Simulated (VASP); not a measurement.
# Si16H8S in VASP: single point with PBE+D3(BJ)

Aim: the single point of Si16H8S with PBE+D3(BJ).

Everything below comes from runs of VASP 6.6.1. Logs are shortened: lines on timing, memory, paths and dates and some standing lists are left out, and cuts for length are marked.

## (1) The cell of the first run

The cell holds a slab with vacuum, 25 atoms: a = 7.679 Å, b = 7.679 Å, c = 17.869 Å, α = 90.00°, β = 90.00°, γ = 60.00°.

## (2) Single point, PBE+D3(BJ)

INCAR reads:

```
PREC = Accurate ; ENCUT = 400
EDIFF = 1E-6 ; ISMEAR = 0
SIGMA = 0.02 ; LREAL = F
LASPH = T ; NELM = 120
ALGO = Normal ; ISIF = 2
LWAVE = F ; LCHARG = F
GGA = PE ; IVDW = 12
NBANDS = 57 ; GGA_COMPAT = F
NELMDL = -8
```

KPOINTS reads:

```
regular mesh
0
Gamma
  2 2 1
```

POSCAR reads:

```
Si16H8S
1.0
    7.6791800000      0.0000000000      0.0000000000
    3.8395900000      6.6503650000      0.0000000000
    0.0000000000      0.0000000000     17.8687650000
H Si S
8 16 1
Direct
    0.1666666792      0.1666666416      0.0559635767
    0.6666666792      0.1666666416      0.0559635767
    0.1666667168      0.6666665664      0.0559635767
    0.6666667168      0.6666665664      0.0559635767
   -0.0025376921      0.5032457617      0.4402583503
    0.4992467412      0.5030212627      0.4403565663
    1.0007182239      0.9991925255      0.4407466325
    0.6054565145      0.8210182449      0.4873910984
    0.1666666792      0.1666666416      0.1399089417
    0.6666666792      0.1666666416      0.1399089417
    0.1666667168      0.6666665664      0.1399089417
    0.6666667168      0.6666665664      0.1399089417
   -0.1666673899      0.3333522295      0.1825538027
    0.3332878770      0.3333435082      0.1824443939
   -0.1665460862      0.8333138106      0.1820771609
    0.3332649728      0.8333369672      0.1821238345
   -0.1669878602      0.3338624271      0.3138025487
    0.3321789814      0.3358024710      0.3137512301
   -0.1660643016      0.8347830533      0.3131002618
    0.3321508523      0.8345802073      0.3131732943
   -0.0001254896      0.0010976841      0.3567863252
    0.4998797523      0.0011710635      0.3549906219
   -0.0015417140      0.5018017808      0.3560980851
    0.4997638784      0.5017359198      0.3562590923
    0.4915979730      1.0221705124      0.4761764453
```

Potentials or basis: VASP PAW PBE potentials, release 64 (H, Si, S).

Started as:

```
$ cat potpaw_PBE.64/H/POTCAR potpaw_PBE.64/Si/POTCAR potpaw_PBE.64/S/POTCAR > POTCAR
$ mpirun -np 1 vasp_std > vasp.out
```

OUTCAR:

```text
PREC = Accurate
   ENCUT = 400
   EDIFF = 1E-6
   ISMEAR = 0
   LREAL = F
   LASPH = T
   NELM = 120
   ISIF = 2
   GGA = PE
   IVDW = 12
   NELMDL = -8
 IVDW          = 12

 ion  position               nearest neighbor table
   1  0.167  0.167  0.056-   9 1.50
   2  0.667  0.167  0.056-  10 1.50
   3  0.167  0.667  0.056-  11 1.50
   4  0.667  0.667  0.056-  12 1.50
   5  0.997  0.503  0.440-  23 1.50
   6  0.499  0.503  0.440-  24 1.50
   7  0.001  0.999  0.441-  21 1.50
   8  0.605  0.821  0.487-  25 1.36
   9  0.167  0.167  0.140-   1 1.50  16 2.34  14 2.34  13 2.34
  10  0.667  0.167  0.140-   2 1.50  15 2.34  14 2.34  13 2.34
  11  0.167  0.667  0.140-   3 1.50  15 2.34  16 2.34  14 2.34
  12  0.667  0.667  0.140-   4 1.50  15 2.34  16 2.34  13 2.34
  13  0.833  0.333  0.183-  12 2.34   9 2.34  10 2.34  17 2.35
  14  0.333  0.333  0.182-   9 2.34  11 2.34  10 2.34  18 2.35
[... 8 lines left out ...]
  23  0.998  0.502  0.356-   5 1.50  17 2.34  19 2.34  18 2.34
  24  0.500  0.502  0.356-   6 1.50  17 2.34  20 2.34  18 2.34
  25  0.492  0.022  0.476-   8 1.36  22 2.17

  LATTYP: Found a hexagonal cell.
 ALAT       =     7.6791800344
 C/A-ratio  =     2.3269105451

  Lattice vectors:

 A1 = (  -3.8395900000,  -6.6503650000,   0.0000000000)
 A2 = (   7.6791800000,   0.0000000000,   0.0000000000)
 A3 = (   0.0000000000,   0.0000000000,  17.8687650000)

Analysis of symmetry for initial positions (statically):
=====================================================================
 Subroutine PRICEL returns:
 Original cell was already a primitive cell.

 Routine SETGRP: Setting up the symmetry group for a
 hexagonal supercell.

 Subroutine GETGRP returns: Found  1 space group operations
 (whereof  1 operations were pure point group operations)
 out of a pool of 24 trial point group operations.

The static configuration has the point symmetry C_1 .

Analysis of symmetry for dynamics (positions and initial velocities):
=====================================================================
 Subroutine PRICEL returns:
 Original cell was already a primitive cell.

 Routine SETGRP: Setting up the symmetry group for a
 hexagonal supercell.

 Subroutine GETGRP returns: Found  1 space group operations
 (whereof  1 operations were pure point group operations)
 out of a pool of 24 trial point group operations.

The dynamic configuration has the point symmetry C_1 .

 Subroutine INISYM returns: Found  1 space group operations
 (whereof  1 operations are pure point group operations),
 and found     1 'primitive' translations

----------------------------------------------------------------------------------------

                                     Primitive cell

  volume of cell :     912.5462

  direct lattice vectors                    reciprocal lattice vectors
     7.679180000  0.000000000  0.000000000     0.130222237 -0.075183843  0.000000000
     3.839590000  6.650365000  0.000000000     0.000000000  0.150367687  0.000000000
     0.000000000  0.000000000 17.868765000     0.000000000  0.000000000  0.055963577

  length of vectors
     7.679180000  7.679180034 17.868765000     0.150367687  0.150367687  0.055963577

  position of ions in fractional coordinates (direct lattice)
     0.166666679  0.166666642  0.055963577
     0.666666679  0.166666642  0.055963577
     0.166666717  0.666666566  0.055963577
     0.666666717  0.666666566  0.055963577
     0.997462308  0.503245762  0.440258350
     0.499246741  0.503021263  0.440356566
[... 17 lines left out ...]
     0.499763878  0.501735920  0.356259092
     0.491597973  0.022170512  0.476176445

  ion indices of the primitive-cell ions
   primitive index   ion index
                 1           1
                 2           2
                 3           3
                 4           4
                 5           5
                 6           6
[... 17 lines left out ...]
                24          24
                25          25

----------------------------------------------------------------------------------------

 KPOINTS: regular mesh

Automatic generation of k-mesh.
 Grid dimensions read from file:
 generate k-points for:    2    2    1

 Generating k-lattice:

  Cartesian coordinates                     Fractional coordinates (reciprocal lattice)
     0.065111119 -0.037591922  0.000000000     0.500000000 -0.000000000  0.000000000
     0.000000000  0.075183843  0.000000000     0.000000000  0.500000000  0.000000000
     0.000000000  0.000000000  0.055963577     0.000000000  0.000000000  1.000000000

  Length of vectors
     0.075183844  0.075183843  0.055963577

  Shift w.r.t. Gamma in fractional coordinates (k-lattice)
     0.000000000  0.000000000  0.000000000

 Subroutine IBZKPT returns following result:
 ===========================================

 Found      4 irreducible k-points:

 Following reciprocal coordinates:
            Coordinates               Weight
  0.000000  0.000000  0.000000      1.000000
  0.500000  0.000000  0.000000      1.000000
  0.500000  0.500000  0.000000      1.000000
  0.000000  0.500000  0.000000      1.000000
   k-points           NKPTS =      4   k-points in BZ     NKDIM =      4   number of bands    NBANDS=     57
   number of dos      NEDOS =    301   number of ions     NIONS =     25
   total plane-waves  NPLWV = 300000
   dimension x,y,z NGX =    50 NGY =   50 NGZ =  120
   dimension x,y,z NGXF=   100 NGYF=  100 NGZF=  240
   ions per type =               8  16   1
   NGX,Y,Z   is equivalent  to a cutoff of  10.82, 10.82, 11.16 a.u.
   NGXF,Y,Z  is equivalent  to a cutoff of  21.65, 21.65, 22.33 a.u.
 SYSTEM =  unknown system
   PREC   = accura    normal or accurate (medium, high low for compatibility)
   ISTART =      0    job   : 0-new  1-cont  2-samecut
   ICHARG =      2    charge: 1-file 2-atom 10-const
   ISPIN  =      1    spin polarized calculation?
   LNONCOLLINEAR =      F non collinear calculations
   LSORBIT =      F    spin-orbit coupling
   LASPH  =      T    aspherical Exc in radial PAW
   ENCUT  =  400.0 eV  29.40 Ry    5.42 a.u.  12.52 12.52 29.14*2*pi/ulx,y,z
   NELM   =    120;   NELMIN=  2; NELMDL= -8     # of ELM steps
   EDIFF  = 0.1E-05   stopping-criterion for ELM
   LREAL  =      F    real-space projection
   EDIFFG = 0.1E-04   stopping-criterion for IOM
   NSW    =      0    number of steps for IOM
   IBRION =     -1    ionic relax: 0-MD 1-quasi-New 2-CG
   NFREE  =      0    steps in history (QN), initial steepest desc. (CG)
   ISIF   =      2    stress and relaxation
   ISYM   =      2    0-nonsym 1-usesym 2-fastsym
   POTIM  = 0.5000    time-step for ionic-motion
   TEBEG  =    0.0;   TEEND  =   0.0 temperature during run
   PSTRESS=    0.0 pullay stress
   NELECT =      78.0000    total number of electrons
   NUPDOWN=      -1.0000    fix difference up-down
   EMIN   =  10.00;   EMAX   =-10.00  energy-range for DOS
   EFERMI =   0.00;   METHOD = LEGACY
   ISMEAR =     0;   SIGMA  =   0.02  broadening in eV -4-tet -1-fermi 0-gaus
   EFERMI_NEDOS =   21; number of points for ismear=-14 and -15
   IALGO  =     38    algorithm
   IMIX   =      4    mixing-type and parameters
     AMIX     =   0.40;   BMIX     =  1.00
     AMIX_MAG =   1.60;   BMIX_MAG =  1.00
  volume/ion in A,a.u.               =      36.50       246.33
  Fermi-wavevector in a.u.,A,eV,Ry     =   0.721143  1.362763  7.075673  0.520047
  Thomas-Fermi vector in A             =   1.810775
   LORBIT       =      0    0 simple, 1 ext, 2 COOP (PROOUT), +10 PAW based schemes
   GGA     = PE    functional components
   LHFCALC =     F    Hartree Fock is set to
   AEXX    =    0.0000 exact exchange contribution
   IVDW    =    12    specifies the selected vdW correction
   LEPSILON=     F    determine dielectric tensor
   LRPA    =     F    only Hartree local field effects (RPA)
 non-spin polarized calculation
 Gauss-broadening in eV      SIGMA  =   0.02
  energy-cutoff  :      400.00
  volume of cell :      912.55
 maximum number of plane-waves:     16643
   NGX = 25   NGY = 25   NGZ = 59

 number of electron      78.0000003 magnetization

 Free energy of the ion-electron system (eV)
  ---------------------------------------------------
  ext. energy  EPLUGINS =         0.00000000
  ---------------------------------------------------
  free energy    TOTEN  =      -117.17069498 eV

  energy without entropy =     -117.17069498  energy(sigma->0) =     -117.17069498

 E-fermi :  -0.7906     XC(G=0):  -4.6159

 val. band max:       -0.9017567918   @ k =   0.0000   0.0000   0.0000
 cond. band min:       0.4421769546   @ k =   0.0000   0.0000   0.0000
 fundamental gap:      1.3439337464
 Fermi energy:        -0.7906144684

 k-point     1 :       0.0000    0.0000    0.0000
  band No.  band energies     occupation
      1     -14.3785      2.00000
      2     -12.1725      2.00000
      3     -11.0461      2.00000
      4     -10.0283      2.00000
      5     -10.0241      2.00000
      6      -9.9813      2.00000
[... 43 lines left out ...]
     50       1.5998      0.00000
     51       2.4720      0.00000

 k-point     2 :       0.5000    0.0000    0.0000
  band No.  band energies     occupation
      1     -14.3740      2.00000
      2     -11.5053      2.00000
      3     -11.4562      2.00000
      4     -10.4201      2.00000
      5     -10.3503      2.00000
      6     -10.2213      2.00000
[... 43 lines left out ...]
     50       2.8858      0.00000
     51       3.0602      0.00000

 k-point     3 :       0.5000    0.5000    0.0000
  band No.  band energies     occupation
      1     -14.3741      2.00000
      2     -11.5031      2.00000
      3     -11.4577      2.00000
      4     -10.4169      2.00000
      5     -10.3525      2.00000
      6     -10.2226      2.00000
[... 43 lines left out ...]
     50       2.9200      0.00000
     51       3.0542      0.00000

 k-point     4 :       0.0000    0.5000    0.0000
  band No.  band energies     occupation
      1     -14.3737      2.00000
      2     -11.5122      2.00000
      3     -11.4499      2.00000
      4     -10.4311      2.00000
      5     -10.3336      2.00000
      6     -10.2195      2.00000
[... 43 lines left out ...]
     50       3.0134      0.00000
     51       3.0467      0.00000
 [bands above 51 left out]

------------------------ aborting loop because EDIFF is reached ----------------------------------------

 Edisp (eV)   -4.10554

 E8    (eV) :    -1.7039

  FORCE on cell =-STRESS in cart. coord.  units (eV):
  Direction    XX          YY          ZZ          XY          YZ          ZX
  --------------------------------------------------------------------------------------
  -------------------------------------------------------------------------------------
  Total       1.70197     1.56618    -0.40226     0.01049    -0.00858    -0.01791
  in kB       2.98818     2.74977    -0.70625     0.01842    -0.01507    -0.03145
  external pressure =        1.68 kB  Pullay stress =        0.00 kB

 VOLUME and BASIS-vectors are now :
 -----------------------------------------------------------------------------
  energy-cutoff  :      400.00
  volume of cell :      912.55
      direct lattice vectors                 reciprocal lattice vectors
     7.679180000  0.000000000  0.000000000     0.130222237 -0.075183843  0.000000000
     3.839590000  6.650365000  0.000000000     0.000000000  0.150367687  0.000000000
     0.000000000  0.000000000 17.868765000     0.000000000  0.000000000  0.055963577

 POSITION                                       TOTAL-FORCE (eV/Angst)
 -----------------------------------------------------------------------------------
      1.91979      1.10839      1.00000         0.004212      0.010275     -0.045988
      5.75938      1.10839      1.00000        -0.004694      0.010701     -0.046069
      3.83959      4.43358      1.00000         0.001021     -0.012387     -0.054169
      7.67918      4.43358      1.00000         0.000902     -0.003340     -0.047353
      9.59195      3.34677      7.86687         0.002181     -0.001648     -0.004993
      5.76520      3.34527      7.86863        -0.000717      0.000041     -0.000725
[... 17 lines left out ...]
      5.76424      3.33673      6.36591         0.001375     -0.000934     -0.000490
      3.86020      0.14744      8.50868         0.006310     -0.059484     -0.033913
 -----------------------------------------------------------------------------------
    total drift:                               -0.000213     -0.000008     -0.000550

  FREE ENERGIE OF THE ION-ELECTRON SYSTEM (eV)
  ---------------------------------------------------
  free  energy   TOTEN  =      -121.2762349016 eV

  energy  without entropy=     -121.2762349016  energy(sigma->0) =     -121.27623490
```

It took 7.3 min on 1 thread of Intel Xeon Platinum 8259CL at 2.50GHz (Skylake/Cascade Lake), shared host; peak memory 0.68 GiB.

Results:

```
Free energy                : -121.2762 eV
Largest force              : 0.069 eV/Å
Band gap on the k mesh     : 1.34 eV, direct
Dispersion energy per atom : -0.164 eV
```

Forces in eV/Å, atoms in the order of the input:
```
H    0.004  0.010 -0.046
H   -0.005  0.011 -0.046
H    0.001 -0.012 -0.054
H    0.001 -0.003 -0.047
H    0.002 -0.002 -0.005
H   -0.001  0.000 -0.001
H    0.000  0.001 -0.007
H   -0.010  0.055 -0.006
Si  -0.015  0.004  0.066
Si   0.014  0.007  0.066
Si   0.003 -0.006  0.012
Si  -0.002 -0.013  0.056
Si  -0.001  0.002  0.002
Si   0.002  0.004  0.003
Si   0.001 -0.002  0.002
Si   0.000 -0.003  0.002
Si   0.001  0.001 -0.004
Si  -0.001  0.002 -0.008
Si  -0.002 -0.001  0.000
Si   0.001  0.000  0.005
Si  -0.003 -0.001  0.003
Si   0.002  0.003  0.038
Si  -0.001  0.002  0.004
Si   0.001 -0.001  0.000
S    0.006 -0.059 -0.034
```

Caveat: the k points lie up to 0.47 Å⁻¹ apart.
